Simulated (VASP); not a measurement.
# LiBe16 (a cell with a defect) in VASP: a series of runs, part 2 of 2

VASP 6.6.1. Earlier steps stand in the parts before.

**3. Single point, PBE**

INCAR

```
PREC = Accurate ; ENCUT = 520
EDIFF = 1E-6 ; ISMEAR = 0
SIGMA = 0.1 ; LREAL = Auto
LASPH = T ; NELM = 100
ALGO = Normal ; ISIF = 2
LWAVE = F ; LCHARG = F
GGA = PE ; NBANDS = 32
```

KPOINTS

```
Automatic mesh
0
Gamma
  4 4 3
```

POSCAR

```
LiBe16
1.0
   -2.2900000000     -3.9663960000      0.0000000000
    3.4350000000     -1.9831980000      0.0000000000
    0.0000000000      0.0000000000      7.1768600000
Be Li
16 1
Direct
    0.7333293117      0.4277412297      0.0107760218
    0.4837189878      0.2840845653      0.2572145757
    0.7334619882      0.4281903793      0.5034162572
    0.5605083956      0.6099636757      0.7569570815
    0.4950199035     -0.0719247222      0.0112787486
    0.2400626721      0.7979195106      0.2572131824
    0.4950393367     -0.0714159881      0.5030080007
    0.1757284408      0.7912041134      0.7573968281
    0.2380979476      0.4835136245      0.0124335712
   -0.0121659658      0.3059114813      0.2573728622
    0.2384020928      0.4833626762      0.5022268792
   -0.0322029871      0.3905156214      0.7569659991
    0.0089130017     -0.0107071983      0.0125482453
    0.7423738562      0.7909458896      0.2571364078
    0.0086564671     -0.0108793859      0.5022483370
    0.7737102137      0.9957704190      0.7574798728
    0.3738044276      0.2010291526      0.7573282745
```

Potentials or basis: VASP PAW PBE potentials, release 64 (Be, Li_sv).

Started as:

```
> cat potpaw_PBE.64/Be/POTCAR potpaw_PBE.64/Li_sv/POTCAR > POTCAR
> mpirun -np 1 vasp_std > vasp.out
```

OUTCAR:

```text
PREC = Accurate
   ENCUT = 520
   EDIFF = 1E-6
   ISMEAR = 0
   LREAL = Auto
   LASPH = T
   NELM = 100
   ISIF = 2
   GGA = PE

 ion  position               nearest neighbor table
   1  0.733  0.428  0.011-   4 2.11  12 2.12  13 2.15  10 2.17   2 2.18   5 2.26   5 2.26   9 2.28
                            14 2.28   9 2.32
   2  0.484  0.284  0.257-   3 2.18   1 2.18   6 2.23   9 2.23  11 2.23   7 2.26   5 2.26  10 2.27
                            14 2.29  10 2.31   6 2.32  14 2.33
   3  0.733  0.428  0.503-   4 2.11  12 2.12  15 2.15  10 2.17   2 2.18   7 2.26   7 2.27  11 2.28
                            14 2.28  11 2.32
   4  0.561  0.610  0.757-  16 1.82  17 1.83   8 1.90  12 2.06   3 2.11   1 2.11   7 2.24   5 2.24
                            17 2.50
   5  0.495  0.928  0.011-   9 2.12  14 2.17   6 2.18  17 2.19   4 2.24  13 2.24  16 2.24   2 2.26
                             1 2.26   1 2.26  13 2.37
   6  0.240  0.798  0.257-   9 2.15  11 2.16   7 2.18   5 2.18  13 2.19  15 2.19   2 2.23  10 2.27
                            14 2.28  14 2.30  10 2.32   2 2.32
   7  0.495  0.929  0.503-  11 2.12  14 2.17   6 2.18  17 2.19   4 2.24  15 2.24  16 2.24   2 2.26
                             3 2.26   3 2.27  15 2.36
   8  0.176  0.791  0.757-  12 1.85  17 1.86   4 1.90  16 2.01  13 2.13  15 2.13   9 2.22  11 2.22
[... 17 lines left out ...]
  17  0.374  0.201  0.757-   4 1.83   8 1.86  16 2.00  12 2.01   5 2.19   7 2.19  11 2.23   9 2.23
                             4 2.50

  LATTYP: Found a simple orthorhombic cell.
 ALAT       =     3.9663962620
 B/A-ratio  =     1.1547004875
 C/A-ratio  =     1.8094157835

  Lattice vectors:

 A1 = (  -3.4350000000,   1.9831980000,   0.0000000000)
 A2 = (  -2.2900000000,  -3.9663960000,   0.0000000000)
 A3 = (   0.0000000000,   0.0000000000,   7.1768600000)

Analysis of symmetry for initial positions (statically):
=====================================================================
 Subroutine PRICEL returns:
 Original cell was already a primitive cell.

 Routine SETGRP: Setting up the symmetry group for a
 simple orthorhombic supercell.

 Subroutine GETGRP returns: Found  1 space group operations
 (whereof  1 operations were pure point group operations)
 out of a pool of  8 trial point group operations.
[... 174 lines left out ...]
   LEPSILON=     F    determine dielectric tensor
   LRPA    =     F    only Hartree local field effects (RPA)
 non-spin polarized calculation
 Gauss-broadening in eV      SIGMA  =   0.10
  energy-cutoff  :      520.00
  volume of cell :      130.38
 maximum number of plane-waves:      3529
 NGX is ok and might be reduce to    36
   NGX = 17   NGY = 15   NGZ = 27

 number of electron      34.9999998 magnetization

 Free energy of the ion-electron system (eV)
  ---------------------------------------------------
  ext. energy  EPLUGINS =         0.00000000
  ---------------------------------------------------
  free energy    TOTEN  =       -57.51301047 eV

  energy without entropy =      -57.49467638  energy(sigma->0) =      -57.50384342

 E-fermi :   7.2734     XC(G=0): -10.6558

 val. band max:        7.2664010656   @ k =   0.0000   0.5000   0.3333
 cond. band min:       7.2943164272   @ k =  -0.2500   0.2500   0.0000
 fundamental gap:      0.0279153616
 Fermi energy:         7.2734275764

 k-point     1 :       0.0000    0.0000    0.0000
  band No.  band energies     occupation
      1     -38.8802      2.00000
      2      -4.0521      2.00000
      3      -2.1116      2.00000
      4      -1.8825      2.00000
      5       0.9829      2.00000
      6       1.1266      2.00000
[... 757 lines left out ...]
     28      13.3228      0.00000
     29      13.4217      0.00000

 [... further k-points ...]

 [bands above 29 left out]

------------------------ aborting loop because EDIFF is reached ----------------------------------------

  FORCE on cell =-STRESS in cart. coord.  units (eV):
  Direction    XX          YY          ZZ          XY          YZ          ZX
  --------------------------------------------------------------------------------------
  -------------------------------------------------------------------------------------
  Total       10.5094738     15.3632152      2.5169032     -5.2676215      0.0035671     -0.0066675
  in kB      129.1503329    188.7976884     30.9300826    -64.7335045      0.0438360     -0.0819367
  external PRESSURE =     116.2927013 kB  Pullay stress =       0.0000000 kB

 VOLUME and BASIS-vectors are now :
 -----------------------------------------------------------------------------
  energy-cutoff  :      520.00
  volume of cell :      130.38
      direct lattice vectors                 reciprocal lattice vectors
    -2.290000000 -3.966396000  0.000000000    -0.109170306 -0.189088533  0.000000000
     3.435000000 -1.983198000  0.000000000     0.218340611 -0.126059022  0.000000000
     0.000000000  0.000000000  7.176860000     0.000000000  0.000000000  0.139336702

 POSITION                                       TOTAL-FORCE (eV/Angst)
 -----------------------------------------------------------------------------------
     -0.21003     -3.75697      0.07734         0.003122     -0.002393     -0.001416
     -0.13189     -2.48202      1.84599         0.003708     -0.000020     -0.002873
     -0.20879     -3.75839      3.61295         0.002492      0.002725     -0.003479
      0.81166     -3.43288      5.43257         0.004517     -0.008190      0.001845
      2.05434     -3.80400      0.08095         0.000590     -0.006732      0.005891
      2.19111     -2.53462      1.84598         0.008801      0.003424      0.008128
[... 9 lines left out ...]
      1.64867     -5.04365      5.43633        -0.005684     -0.005902      0.000435
     -0.16548     -1.88134      5.43524        -0.004853      0.001322      0.006491
 -----------------------------------------------------------------------------------
    total drift:                               -0.008057     -0.000147      0.005482

  FREE ENERGIE OF THE ION-ELECTRON SYSTEM (eV)
  ---------------------------------------------------
  free  energy   TOTEN  =       -57.5130104670 eV

  energy  without entropy=      -57.4946763806  energy(sigma->0) =      -57.50384342
```

stdout:

```text
POSCAR found type information on POSCAR BeLi
 POSCAR found :  2 types and      17 ions
 scaLAPACK will be used
 LDA part: xc-table for (Slater+PW92), standard interpolation
 POSCAR, INCAR and KPOINTS ok, starting setup
 FFT: planning ... GRIDC
 FFT: planning ... GRID_SOFT
 FFT: planning ... GRID
 WAVECAR not read
 entering main loop
```

Run time: 2.4 min. Hardware: 1 thread of AMD EPYC 9R45 (Zen 5), shared host; peak memory 0.22 GiB.

Results:

```yaml
Free_energy: -57.5130 eV
Largest_force: 0.012 eV/Å
Band_gap_on_the_k_mesh: zero (an odd number of electrons rules out a gap without spin polarisation)
```

Forces on the atoms (eV/Å):
```
Be   0.003 -0.002 -0.001
Be   0.004  0.000 -0.003
Be   0.002  0.003 -0.003
Be   0.005 -0.008  0.002
Be   0.001 -0.007  0.006
Be   0.009  0.003  0.008
Be  -0.002 -0.003 -0.001
Be  -0.002  0.012 -0.001
Be  -0.006  0.003 -0.004
Be  -0.002  0.000 -0.009
Be   0.001 -0.001 -0.005
Be   0.006 -0.002  0.007
Be  -0.001  0.005  0.000
Be  -0.003 -0.003  0.003
Be  -0.003  0.002 -0.004
Be  -0.006 -0.006  0.000
Li  -0.005  0.001  0.006
```

Levels at points of the mesh, in eV from the Fermi level:
```
           k point  band 15  band 16  band 17  band 18  band 19  band 20
(0.00, 0.00, 0.00)    -3.33    -1.38     0.06     0.28     0.50     0.94
(0.50, 0.00, 0.00)    -2.21    -1.84    -1.55    -0.11     0.24     0.26
(0.00, 0.50, 0.00)    -3.10    -2.62    -2.39    -0.50     0.65     1.18
(0.50, 0.50, 0.00)    -1.13    -0.63    -0.07     0.14     0.49     0.53
```

Caveat: the k points lie up to 0.40 Å⁻¹ apart, too coarse for converged energies and pressures of a metal; the cutoff is under 1.25 times the usual one of these potentials, so pressure, stress and relaxed cells hold a basis-set (Pulay) error.

The gap in the log of VASP goes by the Fermi energy; the results here count the filled bands.